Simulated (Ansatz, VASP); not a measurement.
## Sb: VASP beside Ansatz

```
Sb
1.0
     3.39131    0.00000    0.00000
    -1.69566    2.93696    0.00000
     0.00000    0.00000    5.36530
Sb
2
Direct
  0.33333 0.66667 0.25000
  0.66667 0.33333 0.75000
```

Change from the starting cell: volume scaled by 1.02, PAW files.

Alike in both runs: task electric field gradients; functional PBEsol; k mesh 12 × 12 × 7; occupations fermi-dirac, width 0.05 eV; no spin polarisation.

|  | VASP | Ansatz |
| --- | --- | --- |
| version | VASP 6.6.1 | Ansatz 0.2.0 |
| potentials or method | VASP PAW PBE potentials, release 64 (Sb) | PAW with Ansatz's default frozen-core files, scalar-relativistic |
| plane-wave cutoff (eV) | 520 | 420 |
| valence electrons in the cell | 10 | 30 |

```csv
,VASP,Ansatz,Ansatz less VASP
pressure (GPa),-1.5,-1.5,+0.02
"traceless stress, the component that is largest in VASP (GPa)",-0.80,-0.80,+0.003
size of Vzz on the site where it differs most (V/Å²),21.5,23.4,+1.86
```

VASP's potentials were made for PBE, not for PBEsol. VASP's potentials hold 10 valence electrons a cell and Ansatz's 30, so a difference there can come from the potentials and not from the codes.

Neither program's run includes spin-orbit coupling.
